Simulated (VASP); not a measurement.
# PtS2 (P-3m1) in VASP: a series of runs, part 2 of 2

VASP 6.6.1. Earlier steps stand in the parts before.

## 5. Relaxation of the atoms, PBE

This run uses another cell than the first one, of 28.15 Å³/atom.

File INCAR:

```
SYSTEM = PtS2
ALGO = Normal
EDIFF = 1E-6
EDIFFG = -0.01
ENCUT = 520
GGA = PE
IBRION = 2
ISIF = 2
ISMEAR = 0
LASPH = .TRUE.
LCHARG = .FALSE.
LREAL = .FALSE.
LWAVE = .FALSE.
NELM = 60
NSW = 50
PREC = Accurate
SIGMA = 0.05
```

File KPOINTS:

```
k-points
0
G
  9 9 4
  0 0 0
```

File POSCAR:

```
PtS2
1.0
    3.8270000000      0.0000000000      0.0000000000
   -1.9135000000      3.3142792203      0.0000000000
    0.0000000000      0.0000000000      6.6591000000
Pt S
1 2
Direct
    0.0000000000      0.0000000000      0.0000000000
    0.3333333333      0.6666666667      0.1889525212
    0.6666666667      0.3333333333      0.8110474788
```

Potentials or basis: VASP PAW PBE potentials, release 64 (Pt, S).

The run is started by

```
$ cat potpaw_PBE.64/Pt/POTCAR potpaw_PBE.64/S/POTCAR > POTCAR
$ mpirun -np 1 vasp_std > vasp.out
```

OUTCAR:

```text
SYSTEM = PtS2
   EDIFF = 1E-6
   EDIFFG = -0.01
   ENCUT = 520
   GGA = PE
   IBRION = 2
   ISIF = 2
   ISMEAR = 0
   LASPH = .TRUE.
   LREAL = .FALSE.
   NELM = 60
   NSW = 50
   PREC = Accurate

 ion  position               nearest neighbor table
   1  0.000  0.000  0.000-   2 2.54   3 2.54   3 2.54   2 2.54   3 2.54   2 2.54
   2  0.333  0.667  0.189-   1 2.54   1 2.54   1 2.54
   3  0.667  0.333  0.811-   1 2.54   1 2.54   1 2.54

  LATTYP: Found a hexagonal cell.
 ALAT       =     3.8270000000
 C/A-ratio  =     1.7400313562

  Lattice vectors:

 A1 = (   3.8270000000,   0.0000000000,   0.0000000000)
 A2 = (  -1.9135000000,   3.3142792203,   0.0000000000)
 A3 = (   0.0000000000,   0.0000000000,   6.6591000000)

Analysis of symmetry for initial positions (statically):
=====================================================================
 Subroutine PRICEL returns:
 Original cell was already a primitive cell.

 Routine SETGRP: Setting up the symmetry group for a
 hexagonal supercell.

 Subroutine GETGRP returns: Found 12 space group operations
 (whereof 12 operations were pure point group operations)
 out of a pool of 24 trial point group operations.

The static configuration has the point symmetry D_3d.

Analysis of symmetry for dynamics (positions and initial velocities):
=====================================================================
 Subroutine PRICEL returns:
 Original cell was already a primitive cell.

 Routine SETGRP: Setting up the symmetry group for a
 hexagonal supercell.

 Subroutine GETGRP returns: Found 12 space group operations
 (whereof 12 operations were pure point group operations)
 out of a pool of 24 trial point group operations.

The dynamic configuration has the point symmetry D_3d.

 Subroutine INISYM returns: Found 12 space group operations
 (whereof 12 operations are pure point group operations),
 and found     1 'primitive' translations

----------------------------------------------------------------------------------------

                                     Primitive cell
[... 138 lines left out ...]
  ext. energy  EPLUGINS =         0.00000000
  ---------------------------------------------------
  free energy    TOTEN  =       -14.86053269 eV

  energy without entropy =      -14.86053269  energy(sigma->0) =      -14.86053269

------------------------ aborting loop because EDIFF is reached ----------------------------------------

  FORCE on cell =-STRESS in cart. coord.  units (eV):
  Direction    XX          YY          ZZ          XY          YZ          ZX
  --------------------------------------------------------------------------------------
  -------------------------------------------------------------------------------------
  Total       -7.4117802     -7.4117802     -3.7961549     -0.0000000      0.0000000      0.0000000
  in kB     -140.5950470   -140.5950470    -72.0097676     -0.0000000      0.0000000      0.0000000
  external PRESSURE =    -117.7332872 kB  Pullay stress =       0.0000000 kB
[... 135 lines left out ...]
--------------------------------------- Ionic step        5  -------------------------------------------

 number of electron      22.0000004 magnetization

 Free energy of the ion-electron system (eV)
  ---------------------------------------------------
  ext. energy  EPLUGINS =         0.00000000
  ---------------------------------------------------
  free energy    TOTEN  =       -15.11542905 eV

  energy without entropy =      -15.11542905  energy(sigma->0) =      -15.11542905

 E-fermi :   2.0849     XC(G=0):  -8.0560

 val. band max:        1.8385380581   @ k =   0.2222   0.0000   0.0000
 cond. band min:       3.0308937185   @ k =   0.0000   0.2222   0.2500
 fundamental gap:      1.1923556605
 Fermi energy:         2.0849415939

 k-point     1 :       0.0000    0.0000    0.0000
  band No.  band energies     occupation
      1     -12.0752      2.00000
      2      -9.6753      2.00000
      3      -3.8661      2.00000
      4      -3.8661      2.00000
      5      -2.8188      2.00000
      6      -1.0084      2.00000
      7      -1.0084      2.00000
      8       1.0046      2.00000
      9       1.0046      2.00000
     10       1.0298      2.00000
     11       1.2932      2.00000
     12       4.3867      0.00000
     13       4.3867      0.00000
     14       6.3237      0.00000
[... 401 lines left out ...]
      2     -10.0480      2.00000
      3      -3.3777      2.00000
      4      -3.3206      2.00000
      5      -2.7853      2.00000
      6      -1.7332      2.00000
      7      -1.5566      2.00000
      8      -0.4810      2.00000
      9       0.6044      2.00000
     10       0.8659      2.00000
     11       1.7994      2.00000
     12       3.0489      0.00000
     13       3.8202      0.00000
     14       7.5249      0.00000
     15       8.7906      0.00000

 [... further k-points ...]

------------------------ aborting loop because EDIFF is reached ----------------------------------------

  FORCE on cell =-STRESS in cart. coord.  units (eV):
  Direction    XX          YY          ZZ          XY          YZ          ZX
  --------------------------------------------------------------------------------------
  -------------------------------------------------------------------------------------
  Total       -4.9401376     -4.9401376     -0.0613956      0.0000000     -0.0000000     -0.0000000
  in kB      -93.7101294    -93.7101294     -1.1646204      0.0000000     -0.0000000     -0.0000000
  external PRESSURE =     -62.8616264 kB  Pullay stress =       0.0000000 kB
[... 18 lines left out ...]
  FREE ENERGIE OF THE ION-ELECTRON SYSTEM (eV)
  ---------------------------------------------------
  free  energy   TOTEN  =       -15.1154290511 eV

  energy  without entropy=      -15.1154290511  energy(sigma->0) =      -15.11542905

 reached required accuracy - stopping structural energy minimisation
```

OSZICAR:

```text
N       E                     dE             d eps       ncg     rms          rms(c)
DAV:   1     0.121876171072E+03    0.12188E+03   -0.97963E+03  1306   0.124E+03
DAV:   2    -0.900884800047E+01   -0.13089E+03   -0.12753E+03  1647   0.233E+02
DAV:   3    -0.161248994015E+02   -0.71161E+01   -0.70622E+01  1605   0.592E+01
[... 36 lines left out ...]
DAV:   4    -0.151154169485E+02   -0.14591E-06   -0.46315E-06  1477   0.186E-02
   4 F= -.15115417E+02 E0= -.15115417E+02  d E =-.254884E+00
       N       E                     dE             d eps       ncg     rms          rms(c)
DAV:   1    -0.151154250611E+02   -0.82585E-05   -0.12095E-03  1304   0.200E-01    0.234E-02
DAV:   2    -0.151154292964E+02   -0.42353E-05   -0.52922E-05  1661   0.501E-02    0.839E-03
DAV:   3    -0.151154290511E+02    0.24528E-06   -0.63894E-07   974   0.740E-03
   5 F= -.15115429E+02 E0= -.15115429E+02  d E =-.121025E-04
```

It took 2.4 min on 1 thread of Oxide Virtual Turin-like, shared host; peak memory 0.19 GiB.

Results:

```
Free energy                  : -15.1154 eV
Energy gained by relaxing    : 85.0 meV/atom
Ionic steps                  : 5
Pressure after relaxing      : -6.3 GPa
Largest force after relaxing : 0.005 eV/Å
Band gap on the k mesh       : 1.19 eV (least direct gap 1.25 eV)
```

Forces in eV/Å, atoms in the order of the input:
```
Pt   0.000  0.000  0.000
S    0.000  0.000  0.005
S    0.000  0.000 -0.005
```

Stress tensor (GPa, compression positive):
```
-9.37  0.00  0.00
 0.00 -9.37  0.00
 0.00  0.00 -0.12
```

Step by step:
| step | energy change (eV) | largest force (eV/Å) | pressure (GPa) |
| --- | --- | --- | --- |
| 1 | 0.0000 | 1.4776 | -11.77 |
| 2 | -0.1689 | 0.8819 | -9.66 |
| 3 | -0.2549 | 0.0200 | -6.39 |
| 4 | -0.2549 | 0.0121 | -6.24 |
| 5 | -0.2549 | 0.0048 | -6.29 |

Final structure:
```
Pt S
1.0
     3.82700    0.00000    0.00000
    -1.91350    3.31428    0.00000
     0.00000    0.00000    6.65910
Pt S
1 2
Direct
  0.00000 0.00000 0.00000
  0.33333 0.66667 0.16373
  0.66667 0.33333 0.83627
```

Levels at points of the mesh, in eV from the valence-band top:
```tsv
k point	band 8	band 9	band 10	band 11	band 12	band 13	band 14	band 15
(0.00, 0.00, 0.00)	-0.83	-0.83	-0.81	-0.55	2.55	2.55	4.49	5.72
(0.00, 0.00, 0.50)	-0.92	-0.84	-0.84	-0.71	2.56	2.56	5.52	5.68
```

Caveat: spin-orbit coupling is left out, which moves the levels of the heavy elements; this functional lacks dispersion, which binds layers or chains, so the pressure and a relaxed spacing across them are unreliable. A k mesh can miss the band edges.

## 6. Relaxation of the atoms, PBE

This run uses another cell than the first one, of 28.84 Å³/atom.

File INCAR:

```
PREC = Accurate
ENCUT = 520
EDIFF = 1E-7
ISMEAR = 0
SIGMA = 0.05
LREAL = F
LASPH = T
NELM = 80
ALGO = Normal
ISIF = 2
LWAVE = F
LCHARG = F
GGA = PE
IBRION = 2
NSW = 50
EDIFFG = -0.01
```

File KPOINTS:

```
regular mesh
0
Gamma
  9 9 4
```

POSCAR, as its differences from that of step 5:

```diff
@@ -4,3 +4,3 @@
    -1.9135000000      3.3142792203      0.0000000000
-    0.0000000000      0.0000000000      6.6591000000
+    0.0000000000      0.0000000000      6.8215000000
 Pt S
```

Potentials or basis: VASP PAW PBE potentials, release 64 (Pt, S).

The run is started by

```
$ cat potpaw_PBE.64/Pt/POTCAR potpaw_PBE.64/S/POTCAR > POTCAR
$ mpirun -np 1 vasp_std > vasp.out
```

OUTCAR:

```text
PREC = Accurate
   ENCUT = 520
   EDIFF = 1E-7
   ISMEAR = 0
   LREAL = F
   LASPH = T
   NELM = 80
   ISIF = 2
   GGA = PE
   IBRION = 2
   NSW = 50
   EDIFFG = -0.01

 ion  position               nearest neighbor table
   1  0.000  0.000  0.000-   2 2.56   3 2.56   3 2.56   2 2.56   3 2.56   2 2.56
   2  0.333  0.667  0.189-   1 2.56   1 2.56   1 2.56
   3  0.667  0.333  0.811-   1 2.56   1 2.56   1 2.56

  LATTYP: Found a hexagonal cell.
 ALAT       =     3.8270000000
 C/A-ratio  =     1.7824666841

  Lattice vectors:

 A1 = (   3.8270000000,   0.0000000000,   0.0000000000)
 A2 = (  -1.9135000000,   3.3142792203,   0.0000000000)
 A3 = (   0.0000000000,   0.0000000000,   6.8215000000)

Analysis of symmetry for initial positions (statically):
=====================================================================
 Subroutine PRICEL returns:
 Original cell was already a primitive cell.

 Routine SETGRP: Setting up the symmetry group for a
 hexagonal supercell.

 Subroutine GETGRP returns: Found 12 space group operations
 (whereof 12 operations were pure point group operations)
 out of a pool of 24 trial point group operations.

The static configuration has the point symmetry D_3d.

Analysis of symmetry for dynamics (positions and initial velocities):
=====================================================================
 Subroutine PRICEL returns:
 Original cell was already a primitive cell.

[... 273 lines left out ...]
  ext. energy  EPLUGINS =         0.00000000
  ---------------------------------------------------
  free energy    TOTEN  =       -15.11440065 eV

  energy without entropy =      -15.11440065  energy(sigma->0) =      -15.11440065

 E-fermi :   1.9053     XC(G=0):  -7.9144

 val. band max:        1.6327020356   @ k =   0.2222  -0.0000   0.0000
 cond. band min:       2.8472524669   @ k =   0.0000   0.2222   0.2500
 fundamental gap:      1.2145504314
 Fermi energy:         1.9053401536

 k-point     1 :       0.0000    0.0000    0.0000
  band No.  band energies     occupation
      1     -12.2627      2.00000
      2      -9.8676      2.00000
      3      -4.0548      2.00000
      4      -4.0548      2.00000
      5      -2.9944      2.00000
      6      -1.1974      2.00000
      7      -1.1974      2.00000
      8       0.8148      2.00000
      9       0.8148      2.00000
     10       0.8485      2.00000
     11       1.0723      2.00000
     12       4.1999      0.00000
     13       4.1999      0.00000
     14       6.1204      0.00000
[... 401 lines left out ...]
      2     -10.2371      2.00000
      3      -3.5646      2.00000
      4      -3.5090      2.00000
      5      -2.9754      2.00000
      6      -1.9205      2.00000
      7      -1.7469      2.00000
      8      -0.6700      2.00000
      9       0.4153      2.00000
     10       0.6774      2.00000
     11       1.6025      2.00000
     12       2.8696      0.00000
     13       3.6299      0.00000
     14       7.3393      0.00000
     15       8.5090      0.00000

 [... further k-points ...]

------------------------ aborting loop because EDIFF is reached ----------------------------------------

  FORCE on cell =-STRESS in cart. coord.  units (eV):
  Direction    XX          YY          ZZ          XY          YZ          ZX
  --------------------------------------------------------------------------------------
  -------------------------------------------------------------------------------------
  Total       -4.9444875     -4.9444875     -0.0626122      0.0000000      0.0000000      0.0000000
  in kB      -91.5597136    -91.5597136     -1.1594239      0.0000000      0.0000000      0.0000000
  external PRESSURE =     -61.4262837 kB  Pullay stress =       0.0000000 kB
[... 18 lines left out ...]
  FREE ENERGIE OF THE ION-ELECTRON SYSTEM (eV)
  ---------------------------------------------------
  free  energy   TOTEN  =       -15.1144006450 eV

  energy  without entropy=      -15.1144006450  energy(sigma->0) =      -15.11440065

 reached required accuracy - stopping structural energy minimisation
```

It took 2.5 min on 1 thread of Oxide Virtual Turin-like, shared host; peak memory 0.2 GiB.

Results:

| Property | Result |
| --- | --- |
| Free energy | -15.1144 eV |
| Energy gained by relaxing | 117.7 meV/atom |
| Ionic steps | 4 |
| Pressure after relaxing | -6.1 GPa |
| Largest force after relaxing | 0.004 eV/Å |
| Band gap on the k mesh | 1.21 eV (least direct gap 1.26 eV) |

Forces in eV/Å, atoms in the order of the input:
```
Pt   0.000  0.000  0.000
S    0.000  0.000  0.004
S    0.000  0.000 -0.004
```

Stress tensor (GPa, compression positive):
```
-9.16  0.00  0.00
 0.00 -9.16  0.00
 0.00  0.00 -0.12
```

The path:
| step | energy change (eV) | largest force (eV/Å) | pressure (GPa) |
| --- | --- | --- | --- |
| 1 | 0.0000 | 1.7159 | -12.30 |
| 2 | -0.2301 | 1.0482 | -10.01 |
| 3 | -0.3531 | 0.0325 | -6.28 |
| 4 | -0.3532 | 0.0044 | -6.14 |

Final structure:
```yaml
crystal:
  lattice:
    - [3.82700, 0.00000, 0.00000]
    - [-1.91350, 3.31428, 0.00000]
    - [0.00000, 0.00000, 6.82150]
  atoms:
    - { symbol: Pt, position: [0.00000, 0.00000, 0.00000] }
    - { symbol: S, position: [0.33333, 0.66667, 0.15984] }
    - { symbol: S, position: [0.66667, 0.33333, 0.84016] }
```

Caveat: spin-orbit coupling is left out, which moves the levels of the heavy elements; this functional lacks dispersion, which binds layers or chains, so the pressure and a relaxed spacing across them are unreliable. A hybrid or GW would open this gap; PBE tends to underestimate it.

## 7. Overview

```csv
cell,gap on the mesh (eV),pressure (GPa)
"atoms relaxed from a = 3.326, b = 3.326, c = 6.822 Å, angles 90.0, 90.0, 120.0°, 3 atoms",1.31,8.7
"atoms relaxed from a = 3.326, b = 3.326, c = 6.497 Å, angles 90.0, 90.0, 120.0°, 3 atoms",1.28,9.3
"atoms relaxed from a = 3.451, b = 3.451, c = 6.172 Å, angles 90.0, 90.0, 120.0°, 3 atoms",1.46,4.7
"atoms relaxed from a = 3.827, b = 3.827, c = 6.659 Å, angles 90.0, 90.0, 120.0°, 3 atoms",1.19,-6.3
"atoms relaxed from a = 3.827, b = 3.827, c = 6.822 Å, angles 90.0, 90.0, 120.0°, 3 atoms",1.21,-6.1
```

Alike in all rows: task relaxation of the atoms; level PBE; potentials or basis VASP PAW PBE potentials, release 64 (Pt, S); no spin polarisation; k mesh 9 × 9 × 4; cutoff (eV) 520; smearing gaussian 0.05 eV.

Caveats: spin-orbit coupling is left out, which moves the levels of the heavy elements; this functional lacks dispersion, which binds layers or chains, so the pressure and a relaxed spacing across them are unreliable.

Total energies depend on the potentials used, so only differences within one code and one set of settings carry meaning.
